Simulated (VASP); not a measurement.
## B4TePd3: relaxation of cell and atoms with PBE

Crystal: B4TePd3.

```xyz
8
Lattice="4.6514 0.0000 0.0000 0.0000 4.6514 0.0000 0.0000 0.0000 4.6514" Properties=species:S:1:pos:R:3 pbc="T T T"
B     2.3257    2.3257    2.3257
B     2.3257    0.0000    0.0000
B     0.0000    2.3257    0.0000
B     0.0000    0.0000    2.3257
Te    0.0000    0.0000    0.0000
Pd    0.0000    2.3257    2.3257
Pd    2.3257    0.0000    2.3257
Pd    2.3257    2.3257    0.0000
```

```json
{
  "Program": "VASP 6.6.1",
  "Task": "relaxation of cell and atoms",
  "Functional": "PBE",
  "Potentials or basis": "VASP PAW PBE potentials, release 64 (B, Te, Pd)",
  "Cutoff": "600 eV",
  "k mesh": "8 × 8 × 8",
  "Occupations": "gaussian, width 0.1 eV",
  "Spin": "no spin polarisation",
  "Dipole correction": "no",
  "Further INCAR settings": "ALGO = Normal; EDIFF = 1e-06; IBRION = 2; EDIFFG = -0.01; NSW = 100; ISIF = 3"
}
```

```yaml
Relaxed_volume: 12.52 Å³/atom
Relaxed_cell: a = 4.645 Å, b = 4.645 Å, c = 4.645 Å, α = 90.00°, β = 90.00°, γ = 90.00°
Space_group_after_relaxing_to_0.05_Å: Pm-3m (No. 221)
Energy_gained_by_relaxing: 0.1 meV/atom
Ionic_steps: 3
Pressure_after_relaxing: 0.1 GPa
Band_gap_on_the_k_mesh: zero (band 24 reaches 10.62 eV, above the bottom of band 25 at 8.50 eV)
```

Step by step:
```tsv
step	energy change (eV)	largest force (eV/Å)	pressure (GPa)	volume (Å³)
1	0.0000	0.0000	-0.69	100.63
2	-0.0004	0.0000	0.56	99.85
3	-0.0010	0.0000	0.06	100.19
```

Final structure:
```
CELL_PARAMETERS angstrom
4.64455 0.00000 0.00000
0.00000 4.64455 0.00000
0.00000 0.00000 4.64455
ATOMIC_POSITIONS crystal
B 0.50000 0.50000 0.50000
B 0.50000 0.00000 0.00000
B 0.00000 0.50000 0.00000
B 0.00000 0.00000 0.50000
Te 0.00000 0.00000 0.00000
Pd 0.00000 0.50000 0.50000
Pd 0.50000 0.00000 0.50000
Pd 0.50000 0.50000 0.00000
```

Levels at points of the mesh, in eV from the Fermi level:
```csv
k point,band 21,band 22,band 23,band 24,band 25,band 26,band 27,band 28
"(0.00, 0.00, 0.00)",-1.45,-1.45,-1.45,-0.17,-0.17,0.08,0.08,0.08
"(0.50, 0.00, 0.00)",-1.37,-1.37,-0.89,-0.31,0.78,1.21,1.21,1.62
"(0.50, 0.50, 0.00)",-1.52,0.16,0.16,0.34,0.34,0.60,0.74,1.33
"(0.50, 0.50, 0.50)",-1.16,-1.16,-1.16,1.49,1.49,2.99,2.99,2.99
```

Wall time 2 min on 1 thread of Intel(R) Xeon(R) 6975P-C (Granite Rapids), on a shared host, peak memory 0.33 GiB.

Caveat: spin-orbit coupling is left out, which moves the levels of the heavy elements.
